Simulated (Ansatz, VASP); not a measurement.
## Two plane-wave programs on Si7Ge

```xyz
8
Lattice="5.3227 0.0000 0.0000 0.0000 5.3227 0.0000 0.0000 0.0000 5.3227" Properties=species:S:1:pos:R:3 pbc="T T T"
Si    1.3445    1.3445    1.3445
Si    0.0000    2.6613    2.6613
Si    2.6613    2.6613    0.0000
Si    2.6613    0.0000    2.6613
Si    3.9782    1.3445    3.9782
Si    3.9782    3.9782    1.3445
Si    1.3445    3.9782    3.9782
Ge    0.0000    0.0000    0.0000
```

Change from the starting cell: strain -0.025 along x and y, -0.025 along z, atoms carried along.

Alike in both runs: task single point; functional PBEsol; k mesh 6 × 6 × 6; occupations gaussian, width 0.03 eV; no spin polarisation.

|  | VASP | Ansatz |
| --- | --- | --- |
| version | VASP 6.6.1 | Ansatz 0.2.0 |
| potentials or method | VASP PAW PBE potentials, release 64 (Si, Ge_d), cutoff 520 eV | scalar-relativistic, plane waves, PAW |
| valence electrons in the cell | 42 | 42 |

|  | VASP | Ansatz | Ansatz less VASP |
| --- | --- | --- | --- |
| gap on the k mesh at the Fermi level (eV) | 0.11 | 0.12 | +0.007 |
| least direct gap on the mesh (eV) | 0.11 | 0.12 | +0.007 |
| pressure (GPa) | 8.2 | 8.1 | -0.07 |
| rms of the force components (eV/Å) | 0.007 | 0.003 | -0.0043 |

VASP's potentials were made for PBE, not for PBEsol. Atom by atom the forces differ by 0.004 eV/Å (rms over components). The functional is the same, so the differences come from potentials, cutoffs and numerics.
